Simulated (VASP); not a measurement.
# AlNi (Amm2) in VASP: notebook

The runs below take AlNi through single point, with PBEsol.

Everything below comes from runs of VASP 6.6.1. Logs are shortened: lines on timing, memory, paths and dates and some standing lists are left out, and cuts for length are marked.

### Step 1. The cell of the first run

The structure is orthorhombic, space group Amm2 (No. 38). Conventional cell: a = 2.862 Å, b = 4.048 Å, c = 4.048 Å, α = 90.00°, β = 90.00°, γ = 90.00°. Al (site symmetry mm2) has 6 Ni at 1.99 to 2.56 Å within 2.6 Å. Within 2.6 Å of Ni (site symmetry mm2) lie 6 Al at 1.99 to 2.56 Å.

### Step 2. Single point, PBEsol (atom 2 (Ni) moved by (-0.450, -0.450) A along x and z)

INCAR

```
  ALGO = Normal
  EDIFF = 1E-6
  ENCUT = 600
  GGA = PS
  GGA_COMPAT = F
  ISIF = 2
  ISMEAR = 0
  LASPH = T
  LCHARG = T
  LELF = T
  LREAL = F
  LVHAR = T
  LWAVE = F
  NBANDS = 14
  NELM = 120
  PREC = Accurate
  SIGMA = 0.15
```

KPOINTS

```
k-points
0
Gamma
  20 20 20
```

POSCAR

```
AlNi
1.0
    2.8621655520      0.0000000000      0.0000000000
    0.0000000000      2.8621655520      0.0000000000
    0.0000000000      0.0000000000      2.8621655520
Al Ni
1 1
Direct
    0.0000000000      0.0000000000      0.0000000000
    0.3427763902      0.5000000000      0.3427763902
```

Potentials or basis: VASP PAW PBE potentials, release 64 (Al, Ni).

Run with:

```bash
$ cat potpaw_PBE.64/Al/POTCAR potpaw_PBE.64/Ni/POTCAR > POTCAR
$ mpirun -np 1 vasp_std > vasp.out
```

OUTCAR:

```text
EDIFF = 1E-6
   ENCUT = 600
   GGA = PS
   ISIF = 2
   ISMEAR = 0
   LASPH = T
   LREAL = F
   NELM = 120
   PREC = Accurate

 ion  position               nearest neighbor table
   1  0.000  0.000  0.000-   2 1.99   2 1.99   2 2.56   2 2.56   2 2.56   2 2.56   2 3.02   2 3.02

   2  0.343  0.500  0.343-   1 1.99   1 1.99   1 2.56   1 2.56   1 2.56   1 2.56   1 3.02   1 3.02

  LATTYP: Found a simple cubic cell.
 ALAT       =     2.8621655520

  Lattice vectors:

 A1 = (   2.8621655520,   0.0000000000,   0.0000000000)
 A2 = (   0.0000000000,   2.8621655520,   0.0000000000)
 A3 = (   0.0000000000,   0.0000000000,   2.8621655520)

Analysis of symmetry for initial positions (statically):
=====================================================================
 Subroutine PRICEL returns:
 Original cell was already a primitive cell.

 Routine SETGRP: Setting up the symmetry group for a
 simple cubic supercell.

 Subroutine GETGRP returns: Found  4 space group operations
 (whereof  4 operations were pure point group operations)
 out of a pool of 48 trial point group operations.

The static configuration has the point symmetry C_2v.

Analysis of symmetry for dynamics (positions and initial velocities):
=====================================================================
 Subroutine PRICEL returns:
 Original cell was already a primitive cell.

 Routine SETGRP: Setting up the symmetry group for a
 simple cubic supercell.

 Subroutine GETGRP returns: Found  4 space group operations
 (whereof  4 operations were pure point group operations)
 out of a pool of 48 trial point group operations.

The dynamic configuration has the point symmetry C_2v.

 Subroutine INISYM returns: Found  4 space group operations
 (whereof  4 operations are pure point group operations),
 and found     1 'primitive' translations

----------------------------------------------------------------------------------------

                                     Primitive cell

  volume of cell :      23.4468

  direct lattice vectors                    reciprocal lattice vectors
     2.862165552  0.000000000  0.000000000     0.349385800  0.000000000  0.000000000
     0.000000000  2.862165552  0.000000000     0.000000000  0.349385800  0.000000000
     0.000000000  0.000000000  2.862165552     0.000000000  0.000000000  0.349385800

  length of vectors
     2.862165552  2.862165552  2.862165552     0.349385800  0.349385800  0.349385800

  position of ions in fractional coordinates (direct lattice)
     0.000000000  0.000000000  0.000000000
     0.342776390  0.500000000  0.342776390

  ion indices of the primitive-cell ions
   primitive index   ion index
[... 82 lines left out ...]
   POTIM  = 0.5000    time-step for ionic-motion
   TEBEG  =    0.0;   TEEND  =   0.0 temperature during run
   PSTRESS=    0.0 pullay stress
   NELECT =      13.0000    total number of electrons
   NUPDOWN=      -1.0000    fix difference up-down
   EMIN   =  10.00;   EMAX   =-10.00  energy-range for DOS
   EFERMI =   0.00;   METHOD = LEGACY
   ISMEAR =     0;   SIGMA  =   0.15  broadening in eV -4-tet -1-fermi 0-gaus
   EFERMI_NEDOS =   21; number of points for ismear=-14 and -15
   IALGO  =     38    algorithm
   IMIX   =      4    mixing-type and parameters
     AMIX     =   0.40;   BMIX     =  1.00
     AMIX_MAG =   1.60;   BMIX_MAG =  1.00
  volume/ion in A,a.u.               =      11.72        79.11
  Fermi-wavevector in a.u.,A,eV,Ry     =   1.344914  2.541519 24.610134  1.808794
  Thomas-Fermi vector in A             =   2.472869
   LORBIT       =      0    0 simple, 1 ext, 2 COOP (PROOUT), +10 PAW based schemes
   GGA     = PS    functional components
   LHFCALC =     F    Hartree Fock is set to
   AEXX    =    0.0000 exact exchange contribution
   IVDW    =     0    specifies the selected vdW correction
   LEPSILON=     F    determine dielectric tensor
   LRPA    =     F    only Hartree local field effects (RPA)
 non-spin polarized calculation
 Gauss-broadening in eV      SIGMA  =   0.15
  energy-cutoff  :      600.00
  volume of cell :       23.45
 maximum number of plane-waves:       804
   NGX = 11   NGY = 11   NGZ = 11

 number of electron      12.9999997 magnetization

 Free energy of the ion-electron system (eV)
  ---------------------------------------------------
  ext. energy  EPLUGINS =         0.00000000
  ---------------------------------------------------
  free energy    TOTEN  =        -9.91863372 eV

  energy without entropy =       -9.91036481  energy(sigma->0) =       -9.91449927

 E-fermi :  10.0327     XC(G=0): -12.1599

 val. band max:       10.0318830382   @ k =   0.0500   0.3500   0.3000
 cond. band min:      10.0345183446   @ k =   0.4000   0.4000   0.2000
 fundamental gap:      0.0026353064
 Fermi energy:        10.0326625289

 k-point     1 :       0.0000    0.0000    0.0000
  band No.  band energies     occupation
      1      -1.0598      2.00000
      2       6.1960      2.00000
      3       6.4987      2.00000
      4       7.8264      2.00000
      5       8.3270      2.00000
      6       8.3317      2.00000
      7      15.4896      0.00000
      8      15.8660      0.00000
      9      16.4139      0.00000
     10      18.8282      0.00000
     11      18.8816      0.00000
     12      22.4440      0.00000
     13      29.5433      0.00000
     14      30.5598      0.00000
[... 377 lines left out ...]
      1      -0.9678      2.00000
      2       6.2026      2.00000
      3       6.5079      2.00000
      4       7.8123      2.00000
      5       8.3013      2.00000
      6       8.3029      2.00000
      7      14.8823      0.00000
      8      15.9860      0.00000
      9      16.0893      0.00000
     10      19.1930      0.00000
     11      19.4319      0.00000
     12      22.7829      0.00000
     13      29.3470      0.00000
     14      29.8132      0.00000

 [... further k-points ...]
[... 5 lines left out ...]
  --------------------------------------------------------------------------------------
  -------------------------------------------------------------------------------------
  Total        3.1466843      7.2865486      3.1466843      0.0000000      0.0000000      3.8422747
  in kB      215.0203224    497.9069616    215.0203224      0.0000000      0.0000000    262.5516418
  external PRESSURE =     309.3158688 kB  Pullay stress =       0.0000000 kB

 VOLUME and BASIS-vectors are now :
 -----------------------------------------------------------------------------
  energy-cutoff  :      600.00
  volume of cell :       23.45
      direct lattice vectors                 reciprocal lattice vectors
     2.862165552  0.000000000  0.000000000     0.349385800  0.000000000  0.000000000
     0.000000000  2.862165552  0.000000000     0.000000000  0.349385800  0.000000000
     0.000000000  0.000000000  2.862165552     0.000000000  0.000000000  0.349385800

 POSITION                                       TOTAL-FORCE (eV/Angst)
 -----------------------------------------------------------------------------------
      0.00000      0.00000      0.00000        -4.551478      0.000000     -4.551478
      0.98108      1.43108      0.98108         4.551478      0.000000      4.551478
 -----------------------------------------------------------------------------------
    total drift:                                0.000179      0.000000      0.000181

  FREE ENERGIE OF THE ION-ELECTRON SYSTEM (eV)
  ---------------------------------------------------
  free  energy   TOTEN  =        -9.9186337172 eV

  energy  without entropy=       -9.9103648147  energy(sigma->0) =       -9.91449927
```

OSZICAR:

```text
N       E                     dE             d eps       ncg     rms          rms(c)
DAV:   1     0.478316584060E+02    0.47832E+02   -0.59636E+03 34420   0.111E+03
DAV:   2    -0.896201407607E+01   -0.56794E+02   -0.51634E+02 36372   0.200E+02
DAV:   3    -0.112442804932E+02   -0.22823E+01   -0.22602E+01 43466   0.430E+01
DAV:   4    -0.112764694912E+02   -0.32189E-01   -0.32180E-01 39974   0.467E+00
DAV:   5    -0.112774034780E+02   -0.93399E-03   -0.93397E-03 44706   0.868E-01    0.116E+01
DAV:   6    -0.121770363181E+02   -0.89963E+00   -0.32344E+01 41016   0.840E+01    0.118E+01
DAV:   7    -0.996425040421E+01    0.22128E+01   -0.10357E+01 41970   0.511E+01    0.137E+00
DAV:   8    -0.993391567905E+01    0.30335E-01   -0.17651E-01 43694   0.377E+00    0.110E+00
DAV:   9    -0.991907125057E+01    0.14844E-01   -0.54726E-02 46278   0.320E+00    0.194E-01
DAV:  10    -0.991863749931E+01    0.43375E-03   -0.17346E-03 43710   0.481E-01    0.812E-02
DAV:  11    -0.991863551881E+01    0.19805E-05   -0.61742E-05 50400   0.671E-02    0.558E-02
DAV:  12    -0.991863430725E+01    0.12116E-05   -0.33613E-06 43082   0.146E-02    0.970E-03
DAV:  13    -0.991863371725E+01    0.59000E-06   -0.30240E-06 25270   0.251E-02
   1 F= -.99186337E+01 E0= -.99144993E+01  d E =-.826890E-02
```

stdout:

```text
POSCAR found type information on POSCAR AlNi
 POSCAR found :  2 types and       2 ions
 scaLAPACK will be used
 -----------------------------------------------------------------------------
|                                                                             |
|                                                                             |
|     You enforced a specific xc type in the INCAR file but a different       |
|     I HOPE YOU KNOW WHAT YOU ARE DOING!                                     |
|                                                                             |
 -----------------------------------------------------------------------------

 LDA part: xc-table for (Slater+PW92), standard interpolation
 POSCAR, INCAR and KPOINTS ok, starting setup
 FFT: planning ... GRIDC
 FFT: planning ... GRID_SOFT
 FFT: planning ... GRID
 WAVECAR not read
 entering main loop
```

Run time: 1.8 min. Hardware: 1 thread of Intel Xeon 6975P-C (Granite Rapids), shared host; peak memory 0.56 GiB.

Results:

| Property | Result |
| --- | --- |
| Free energy | -9.9186 eV |
| Pressure | 30.9 GPa |
| Largest force | 6.437 eV/Å |

Forces on the atoms (eV/Å):
```
Al  -4.551  0.000 -4.551
Ni   4.551  0.000  4.551
```

Stress tensor (GPa, compression positive):
```
21.50  0.00 26.26
 0.00 49.79  0.00
26.26  0.00 21.50
```

Levels at points of the mesh, in eV from the Fermi level:
```
           k point  band 3  band 4  band 5  band 6  band 7  band 8  band 9  band 10  band 11  band 12
(0.00, 0.00, 0.00)   -3.53   -2.21   -1.71   -1.70    5.46    5.83    6.38     8.80     8.85    12.41
(0.50, 0.00, 0.00)   -3.36   -2.72   -2.32   -1.84   -0.74    8.99    9.83     9.97    11.72    11.82
(0.00, 0.50, 0.00)   -3.14   -2.68   -2.55   -1.63   -1.08    8.98   10.01    10.66    11.03    11.42
(0.50, 0.50, 0.00)   -3.19   -2.67   -2.10   -1.68   -1.35    1.37    2.34    12.97    13.95    13.98
(0.50, 0.00, 0.50)   -2.82   -2.73   -2.30   -1.99   -1.18    1.42    2.56    13.16    14.34    15.44
(0.50, 0.50, 0.50)   -4.05   -1.35   -1.17    1.04    1.76    2.11    3.39     4.70     5.39     6.42
```

Caveat: the cell differs from its parent crystal (atom 2 (Ni) moved by (-0.450, -0.450) A along x and z); the PAW data sets were made with another functional, which shifts forces and pressure a little. Spin polarisation is off, so any magnetic state and its effect on volume and gap are missing.

### Step 3. Single point, PBEsol (atom 2 (Ni) moved by (-0.225, -0.225) A along x and z)

INCAR

```
SYSTEM = AlNi
PREC     = Accurate       ! precision mode
ENCUT    = 600            ! plane-wave cutoff, eV
EDIFF    = 1E-6           ! SCF threshold, eV
ISMEAR   = 0              ! smearing method
SIGMA    = 0.15           ! smearing width, eV
LREAL    = .False.        ! projectors in reciprocal space
LASPH    = .True.         ! aspherical terms in the spheres
NELM     = 120            ! most SCF steps
ALGO     = Normal         ! electronic algorithm
ISIF     = 2              ! what is computed and relaxed
LWAVE    = .False.        ! write WAVECAR
LCHARG   = .False.        ! write CHGCAR
GGA      = PS             ! functional
NBANDS   = 14             ! bands
GGA_COMPAT= .False.
```

KPOINTS

```
regular mesh
0
Gamma
  20 20 20
  0 0 0
```

Changes to POSCAR since step 2:

```diff
@@ -9,2 +9,2 @@
     0.0000000000      0.0000000000      0.0000000000
-    0.3427763902      0.5000000000      0.3427763902
+    0.4213881951      0.5000000000      0.4213881951
```

Potentials or basis: VASP PAW PBE potentials, release 64 (Al, Ni).

Run with:

```bash
$ cat potpaw_PBE.64/Al/POTCAR potpaw_PBE.64/Ni/POTCAR > POTCAR
$ mpirun -np 1 vasp_std > vasp.out
```

Run time: 99 s. Hardware: 1 thread of Intel Xeon 6975P-C (Granite Rapids), shared host; peak memory 0.57 GiB.

Results (log left out):

- Free energy: -11.2475 eV
- Pressure: 7.6 GPa
- Largest force: 2.321 eV/Å

Forces in eV/Å, atoms in the order of the input:
```
Al  -1.641  0.000 -1.641
Ni   1.641  0.000  1.641
```

Stress tensor (GPa, compression positive):
```
 6.30  0.00  7.48
 0.00 10.15  0.00
 7.48  0.00  6.30
```

Levels at points of the mesh, in eV from the Fermi level:
```
           k point  band 4  band 5  band 6  band 7  band 8  band 9  band 10  band 11
(0.00, 0.00, 0.00)   -1.74   -1.61   -1.60    5.53    5.64    5.80     8.38     8.40
(0.50, 0.00, 0.00)   -2.40   -2.31   -1.58   -0.68    8.54    9.97    10.10    11.07
(0.00, 0.50, 0.00)   -2.41   -2.35   -1.54   -0.74    8.50   10.34    10.45    10.70
(0.50, 0.50, 0.00)   -2.80   -2.08   -1.99   -1.10    1.46    2.52    12.80    14.31
(0.50, 0.00, 0.50)   -2.54   -2.29   -2.16   -1.08    1.51    2.53    12.69    14.91
(0.50, 0.50, 0.50)   -1.08   -1.05    1.70    1.88    2.00    3.42     4.60     4.82
```

Caveat: the cell differs from its parent crystal (atom 2 (Ni) moved by (-0.225, -0.225) A along x and z); the PAW data sets were made with another functional, which shifts forces and pressure a little.
